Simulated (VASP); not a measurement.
YbH: single point with PBEsol

YbH:

```
Yb H
1.0
     0.00000    2.41940    2.41940
     2.41940    0.00000    2.41940
     2.41940    2.41940    0.00000
Yb H
1 1
Direct
  0.00000 0.00000 0.00000
  0.50000 0.50000 0.50000
```

```json
{
 "Program": "VASP 6.6.1",
 "Task": "single point",
 "Functional": "PBEsol",
 "Potentials or basis": "VASP PAW PBE potentials, release 64 (Yb, H)",
 "Cutoff": "600 eV",
 "k mesh": "6 × 6 × 6",
 "Occupations": "fermi-dirac, width 0.1 eV",
 "Spin": "no spin polarisation"
}
```

| Item | Value |
| --- | --- |
| Pressure | 0.2 GPa |
| Band gap on the k mesh | zero (an odd number of electrons rules out a gap without spin polarisation) |

Levels at points of the mesh, in eV from the Fermi level:
```
           k point  band 8  band 9  band 10  band 11  band 12  band 13  band 14  band 15  band 16  band 17
(0.00, 0.00, 0.00)   -0.66   -0.66    -0.47    -0.47    -0.47     2.94     2.94     2.94     5.57     5.57
(0.50, 0.00, 0.00)   -0.64   -0.64    -0.51    -0.51    -0.46    -0.45     2.28     2.28     6.97     7.66
(0.50, 0.50, 0.00)   -0.62   -0.61    -0.54    -0.54    -0.52    -0.47     2.29     7.66     8.18     8.18
```

It took 54 s on 1 thread of Intel Xeon 8259CL (shared host), peak memory 0.17 GiB.

Caveat: the k points lie up to 0.37 Å⁻¹ apart, too coarse for converged energies and pressures of a metal; the PAW data sets were made with another functional, which shifts forces and pressure a little; spin-orbit coupling is left out, which moves the levels of the heavy elements. Spin polarisation is off, so any magnetic state and its effect on volume and gap are missing.
